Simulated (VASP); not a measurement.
# CdSe in VASP: a series of runs

CdSe is run at these levels: LDA; tasks: single point, relaxation of the atoms.

Everything below comes from runs of VASP 6.6.1. Logs are shortened: lines on timing, memory, paths and dates and some standing lists are left out, and cuts for length are marked.

**1. The cell of the first run**

The cell holds a slab with vacuum, 4 atoms: a = 4.342 Å, b = 4.342 Å, c = 16.432 Å, α = 90.00°, β = 90.00°, γ = 60.00°.

**2. Single point, LDA**

INCAR

```
PREC = Accurate
ENCUT = 520
EDIFF = 1E-7
ISMEAR = -1
SIGMA = 0.05
LREAL = F
LASPH = T
NELM = 60
ALGO = Normal
ISIF = 2
LWAVE = F
LCHARG = T
LDIPOL = T
IDIPOL = 3
DIPOL = 0.5 0.5 0.499
LELF = T
LVHAR = T
LVACPOTAV = T
NBANDS = 26
```

KPOINTS

```
Automatic mesh
0
Gamma
  6 6 1
```

POSCAR

```
CdSe
1.0
    4.3420174741      0.0000000000      0.0000000000
    2.1710087371      3.7602974363      0.0000000000
    0.0000000000      0.0000000000     16.4315530275
Cd Se
2 2
Direct
    0.0000000000      0.0000000000      0.3651511205
    0.6666666667      0.6666666667      0.5898952153
    0.6666666667      0.6666666667      0.4190906723
    0.3333333333      0.3333333333      0.6200659422
```

Potentials or basis: VASP PAW LDA potentials, release 64 (Cd, Se).

The run is started by

```sh
cat potpaw_LDA.64/Cd/POTCAR potpaw_LDA.64/Se/POTCAR > POTCAR
mpirun -np 1 vasp_std > vasp.out
```

OUTCAR:

```text
PREC = Accurate
   ENCUT = 520
   EDIFF = 1E-7
   ISMEAR = -1
   LREAL = F
   LASPH = T
   NELM = 60
   ISIF = 2

 ion  position               nearest neighbor table
   1  0.000  0.000  0.365-   3 2.66   3 2.66   3 2.66
   2  0.667  0.667  0.590-   4 2.56   4 2.56   4 2.56   3 2.81
   3  0.667  0.667  0.419-   1 2.66   1 2.66   1 2.66   2 2.81
   4  0.333  0.333  0.620-   2 2.56   2 2.56   2 2.56

  LATTYP: Found a hexagonal cell.
 ALAT       =     4.3420174742
 C/A-ratio  =     3.7843129663

  Lattice vectors:

 A1 = (  -2.1710087371,  -3.7602974363,   0.0000000000)
 A2 = (   4.3420174741,   0.0000000000,   0.0000000000)
 A3 = (   0.0000000000,   0.0000000000,  16.4315530275)

Analysis of symmetry for initial positions (statically):
=====================================================================
 Subroutine PRICEL returns:
 Original cell was already a primitive cell.

 Routine SETGRP: Setting up the symmetry group for a
 hexagonal supercell.

 Subroutine GETGRP returns: Found  6 space group operations
 (whereof  6 operations were pure point group operations)
 out of a pool of 24 trial point group operations.

The static configuration has the point symmetry C_3v.

Analysis of symmetry for dynamics (positions and initial velocities):
=====================================================================
 Subroutine PRICEL returns:
 Original cell was already a primitive cell.

 Routine SETGRP: Setting up the symmetry group for a
 hexagonal supercell.

 Subroutine GETGRP returns: Found  6 space group operations
 (whereof  6 operations were pure point group operations)
 out of a pool of 24 trial point group operations.

The dynamic configuration has the point symmetry C_3v.

 Subroutine INISYM returns: Found  6 space group operations
 (whereof  6 operations are pure point group operations),
 and found     1 'primitive' translations

----------------------------------------------------------------------------------------

                                     Primitive cell

  volume of cell :     268.2825

  direct lattice vectors                    reciprocal lattice vectors
     4.342017474  0.000000000  0.000000000     0.230307687 -0.132968205  0.000000000
     2.171008737  3.760297436  0.000000000     0.000000000  0.265936410  0.000000000
     0.000000000  0.000000000 16.431553028     0.000000000  0.000000000  0.060858520

  length of vectors
     4.342017474  4.342017474 16.431553028     0.265936410  0.265936410  0.060858520

  position of ions in fractional coordinates (direct lattice)
     0.000000000  0.000000000  0.365151121
     0.666666667  0.666666667  0.589895215
     0.666666667  0.666666667  0.419090672
     0.333333333  0.333333333  0.620065942

  ion indices of the primitive-cell ions
   primitive index   ion index
                 1           1
                 2           2
                 3           3
                 4           4

----------------------------------------------------------------------------------------

 KPOINTS: Automatic mesh

Automatic generation of k-mesh.
 Grid dimensions read from file:
 generate k-points for:    6    6    1

 Generating k-lattice:

  Cartesian coordinates                     Fractional coordinates (reciprocal lattice)
     0.038384614 -0.022161367  0.000000000     0.166666667  0.000000000  0.000000000
     0.000000000  0.044322735  0.000000000     0.000000000  0.166666667  0.000000000
     0.000000000  0.000000000  0.060858520     0.000000000  0.000000000  1.000000000

  Length of vectors
     0.044322735  0.044322735  0.060858520

  Shift w.r.t. Gamma in fractional coordinates (k-lattice)
     0.000000000  0.000000000  0.000000000

 Subroutine IBZKPT returns following result:
 ===========================================

 Found      7 irreducible k-points:

 Following reciprocal coordinates:
            Coordinates               Weight
  0.000000  0.000000  0.000000      1.000000
  0.166667 -0.000000  0.000000      6.000000
  0.333333  0.000000  0.000000      6.000000
  0.500000  0.000000  0.000000      3.000000
  0.333333  0.166667  0.000000      6.000000
  0.500000  0.166667  0.000000     12.000000
 -0.333333  0.333333  0.000000      2.000000
   k-points           NKPTS =      7   k-points in BZ     NKDIM =      7   number of bands    NBANDS=     26
   number of dos      NEDOS =    301   number of ions     NIONS =      4
   total plane-waves  NPLWV = 129024
   dimension x,y,z NGX =    32 NGY =   32 NGZ =  126
   dimension x,y,z NGXF=    64 NGYF=   64 NGZF=  252
   ions per type =               2   2
   NGX,Y,Z   is equivalent  to a cutoff of  12.25, 12.25, 12.75 a.u.
   NGXF,Y,Z  is equivalent  to a cutoff of  24.50, 24.50, 25.50 a.u.
 SYSTEM =  unknown system
   PREC   = accura    normal or accurate (medium, high low for compatibility)
   ISTART =      0    job   : 0-new  1-cont  2-samecut
   ICHARG =      2    charge: 1-file 2-atom 10-const
   ISPIN  =      1    spin polarized calculation?
   LNONCOLLINEAR =      F non collinear calculations
   LSORBIT =      F    spin-orbit coupling
   LASPH  =      T    aspherical Exc in radial PAW
   ENCUT  =  520.0 eV  38.22 Ry    6.18 a.u.   8.07  8.07 30.55*2*pi/ulx,y,z
   NELM   =     60;   NELMIN=  2; NELMDL= -5     # of ELM steps
   EDIFF  = 0.1E-06   stopping-criterion for ELM
   LREAL  =      F    real-space projection
   EDIFFG = 0.1E-05   stopping-criterion for IOM
   NSW    =      0    number of steps for IOM
   IBRION =     -1    ionic relax: 0-MD 1-quasi-New 2-CG
   NFREE  =      0    steps in history (QN), initial steepest desc. (CG)
   ISIF   =      2    stress and relaxation
   ISYM   =      2    0-nonsym 1-usesym 2-fastsym
   POTIM  = 0.5000    time-step for ionic-motion
   TEBEG  =    0.0;   TEEND  =   0.0 temperature during run
   PSTRESS=    0.0 pullay stress
   NELECT =      36.0000    total number of electrons
   NUPDOWN=      -1.0000    fix difference up-down
   EMIN   =  10.00;   EMAX   =-10.00  energy-range for DOS
   EFERMI =   0.00;   METHOD = LEGACY
   ISMEAR =    -1;   SIGMA  =   0.05  broadening in eV -4-tet -1-fermi 0-gaus
   EFERMI_NEDOS =   21; number of points for ismear=-14 and -15
   IALGO  =     38    algorithm
   IMIX   =      4    mixing-type and parameters
     AMIX     =   0.40;   BMIX     =  1.00
     AMIX_MAG =   1.60;   BMIX_MAG =  1.00
  volume/ion in A,a.u.               =      67.07       452.61
  Fermi-wavevector in a.u.,A,eV,Ry     =   0.838130  1.583837  9.557581  0.702462
  Thomas-Fermi vector in A             =   1.952134
   LORBIT       =      0    0 simple, 1 ext, 2 COOP (PROOUT), +10 PAW based schemes
   GGA     = CA    functional components
   LHFCALC =     F    Hartree Fock is set to
   AEXX    =    0.0000 exact exchange contribution
   IVDW    =     0    specifies the selected vdW correction
   LEPSILON=     F    determine dielectric tensor
   LRPA    =     F    only Hartree local field effects (RPA)
 non-spin polarized calculation
  energy-cutoff  :      520.00
  volume of cell :      268.28
 maximum number of plane-waves:      7254
   NGX = 17   NGY = 17   NGZ = 61

 number of electron      36.0000005 magnetization

 dipolmoment           0.000000      0.000000      0.246446 electrons x Angstroem

 Free energy of the ion-electron system (eV)
  ---------------------------------------------------
  ext. energy  EPLUGINS =         0.00000000
  ---------------------------------------------------
  free energy    TOTEN  =       -12.06416551 eV

  energy without entropy =      -12.06349568  energy(sigma->0) =      -12.06383059

 E-fermi :  -2.1529     XC(G=0):  -4.6363

 val. band max:       -2.3751900745   @ k =   0.0000   0.0000   0.0000
 cond. band min:      -1.9663411726   @ k =   0.0000   0.0000   0.0000
 fundamental gap:      0.4088489019
 Fermi energy:        -2.1528710505

 k-point     1 :       0.0000    0.0000    0.0000
  band No.  band energies     occupation
      1     -15.5879      2.00000
      2     -14.4119      2.00000
      3     -11.2752      2.00000
      4     -11.2752      2.00000
      5     -11.0770      2.00000
      6     -11.0138      2.00000
[... 18 lines left out ...]
     25       3.6149      0.00000
     26       3.9127      0.00000

 k-point     2 :       0.1667   -0.0000    0.0000
  band No.  band energies     occupation
      1     -15.5282      2.00000
      2     -14.3408      2.00000
      3     -11.2461      2.00000
      4     -11.2339      2.00000
      5     -11.0552      2.00000
      6     -11.0078      2.00000
[... 18 lines left out ...]
     25       3.4126      0.00000
     26       3.7139      0.00000

 k-point     3 :       0.3333    0.0000    0.0000
  band No.  band energies     occupation
      1     -15.4080      2.00000
      2     -14.1971      2.00000
      3     -11.1976      2.00000
      4     -11.1560      2.00000
      5     -11.0433      2.00000
      6     -10.9825      2.00000
[... 18 lines left out ...]
     25       3.9775      0.00000
     26       4.1768      0.00000

 k-point     4 :       0.5000    0.0000    0.0000
  band No.  band energies     occupation
      1     -15.3478      2.00000
      2     -14.1250      2.00000
      3     -11.1802      2.00000
      4     -11.1396      2.00000
      5     -11.0295      2.00000
      6     -10.9612      2.00000
[... 18 lines left out ...]
     25       4.0853      0.00000
     26       4.5553      0.00000

 k-point     5 :       0.3333    0.1667    0.0000
  band No.  band energies     occupation
      1     -15.4383      2.00000
      2     -14.2333      2.00000
      3     -11.2162      2.00000
      4     -11.1597      2.00000
      5     -11.0524      2.00000
      6     -10.9951      2.00000
[... 18 lines left out ...]
     25       3.5058      0.00000
     26       3.7394      0.00000

 k-point     6 :       0.5000    0.1667    0.0000
  band No.  band energies     occupation
      1     -15.3486      2.00000
      2     -14.1257      2.00000
      3     -11.1906      2.00000
      4     -11.1151      2.00000
      5     -11.0406      2.00000
      6     -10.9800      2.00000
[... 18 lines left out ...]
     25       3.8697      0.00000
     26       4.4540      0.00000

 k-point     7 :      -0.3333    0.3333    0.0000
  band No.  band energies     occupation
      1     -15.3196      2.00000
      2     -14.0906      2.00000
      3     -11.1911      2.00000
      4     -11.0773      2.00000
      5     -11.0433      2.00000
      6     -10.9983      2.00000
[... 18 lines left out ...]
     25       3.9770      0.00000
     26       4.4094      0.00000

------------------------ aborting loop because EDIFF is reached ----------------------------------------

  FORCE on cell =-STRESS in cart. coord.  units (eV):
  Direction    XX          YY          ZZ          XY          YZ          ZX
  --------------------------------------------------------------------------------------
  -------------------------------------------------------------------------------------
  Total       -2.0145093     -2.0145093     -0.8204066     -0.0000000      0.0000000      0.0000000
  in kB      -12.0306056    -12.0306056     -4.8994501     -0.0000000      0.0000000      0.0000000
  external PRESSURE =      -9.6535538 kB  Pullay stress =       0.0000000 kB

 VOLUME and BASIS-vectors are now :
 -----------------------------------------------------------------------------
  energy-cutoff  :      520.00
  volume of cell :      268.28
      direct lattice vectors                 reciprocal lattice vectors
     4.342017474  0.000000000  0.000000000     0.230307687 -0.132968205  0.000000000
     2.171008737  3.760297436  0.000000000     0.000000000  0.265936410  0.000000000
     0.000000000  0.000000000 16.431553028     0.000000000  0.000000000  0.060858520

 POSITION                                       TOTAL-FORCE (eV/Angst)
 -----------------------------------------------------------------------------------
      0.00000      0.00000      6.00000        -0.000000     -0.000000      1.035729
      4.34202      2.50686      9.69289        -0.000000     -0.000000     -0.004841
      4.34202      2.50686      6.88631         0.000000      0.000000     -1.058570
      2.17101      1.25343     10.18865         0.000000     -0.000000      0.027681
 -----------------------------------------------------------------------------------
    total drift:                               -0.000000     -0.000000      0.000308

  FREE ENERGIE OF THE ION-ELECTRON SYSTEM (eV)
  ---------------------------------------------------
  free  energy   TOTEN  =       -12.0641655100 eV

  energy  without entropy=      -12.0634956783  energy(sigma->0) =      -12.06383059

 vacuum level on the upper side and lower side of the slab         3.931         1.200
```

Wall time 46 s (1 thread of Intel Xeon Platinum 8488C (Sapphire Rapids), shared host); peak memory 0.29 GiB.

Results:

- Free energy: -12.0642 eV
- Largest force: 1.059 eV/Å
- Band gap on the k mesh: 0.41 eV

Forces in eV/Å, atoms in the order of the input:
```
Cd   0.000  0.000  1.036
Cd   0.000  0.000 -0.005
Se   0.000  0.000 -1.059
Se   0.000  0.000  0.028
```

**3. Relaxation of the atoms, LDA**

INCAR

```
SYSTEM = CdSe
PREC     = Accurate       ! precision mode
ENCUT    = 520            ! plane-wave cutoff, eV
EDIFF    = 1E-6           ! SCF threshold, eV
ISMEAR   = -1             ! smearing method
SIGMA    = 0.05           ! smearing width, eV
LREAL    = .False.        ! projectors in reciprocal space
LASPH    = .True.         ! aspherical terms in the spheres
NELM     = 80             ! most SCF steps
ALGO     = Normal         ! electronic algorithm
ISIF     = 2              ! what is computed and relaxed
LWAVE    = .False.        ! write WAVECAR
LCHARG   = .False.        ! write CHGCAR
LDIPOL   = .True.       
IDIPOL   = 3            
DIPOL    = 0.5 0.5 0.500
IBRION   = 2              ! ionic algorithm
NSW      = 50             ! ionic steps
EDIFFG   = -0.03          ! ionic threshold
```

KPOINTS

```
Automatic mesh
0
Gamma
  6 6 1
  0 0 0
```

POSCAR

```
CdSe
1.0
    4.3420174741      0.0000000000      0.0000000000
    2.1710087371      3.7602974363      0.0000000000
    0.0000000000      0.0000000000     16.4315530275
Cd Se
2 2
Selective dynamics
Direct
    0.0000000000      0.0000000000      0.3651511205  F F F
    0.6666666667      0.6666666667      0.5809093277  T T T
    0.6666666667      0.6666666667      0.4190906723  F F F
    0.3333333333      0.3333333333      0.6348488795  T T T
```

Potentials or basis: VASP PAW LDA potentials, release 64 (Cd, Se).

The run is started by

```sh
cat potpaw_LDA.64/Cd/POTCAR potpaw_LDA.64/Se/POTCAR > POTCAR
mpirun -np 1 vasp_std > vasp.out
```

Wall time 2.6 min (1 thread of Intel Xeon Platinum 8488C (Sapphire Rapids), shared host); peak memory 0.29 GiB.

Results (log left out):

```
Free energy               : -12.0644 eV
Energy gained by relaxing : 36.9 meV/atom
Ionic steps               : 11
Band gap on the k mesh    : 0.40 eV
```

Step by step:
```tsv
step	energy change (eV)	largest force on free atoms (eV/Å)	pressure (GPa)
1	0.0000	0.9858	-1.53
2	-0.0652	0.6788	-1.44
3	-0.1413	0.1530	-1.19
4	-0.1446	0.0773	-1.14
5	-0.1449	0.0547	-1.12
6	-0.1448	0.0500	-1.12
7	-0.1452	0.0504	-1.11
8	-0.1461	0.0450	-1.08
9	-0.1472	0.0302	-1.04
10	-0.1467	0.0395	-0.94
11	-0.1475	0.0160	-1.00
```

Final structure:
```
Cd Se
1.0
     4.34202    0.00000    0.00000
     2.17101    3.76030    0.00000
     0.00000    0.00000   16.43155
Cd Se
2 2
Direct
  0.00000 0.00000 0.36515
  0.66667 0.66667 0.59062
  0.66667 0.66667 0.41909
  0.33333 0.33333 0.62117
```

Levels at points of the mesh, in eV from the valence-band top:
```
           k point  band 15  band 16  band 17  band 18  band 19  band 20  band 21  band 22
(0.00, 0.00, 0.00)    -1.33    -1.33     0.00     0.00     0.40     1.77     2.29     4.32
(0.50, 0.00, 0.00)    -2.28    -2.19    -1.19    -0.50     1.07     2.57     3.43     4.53
```
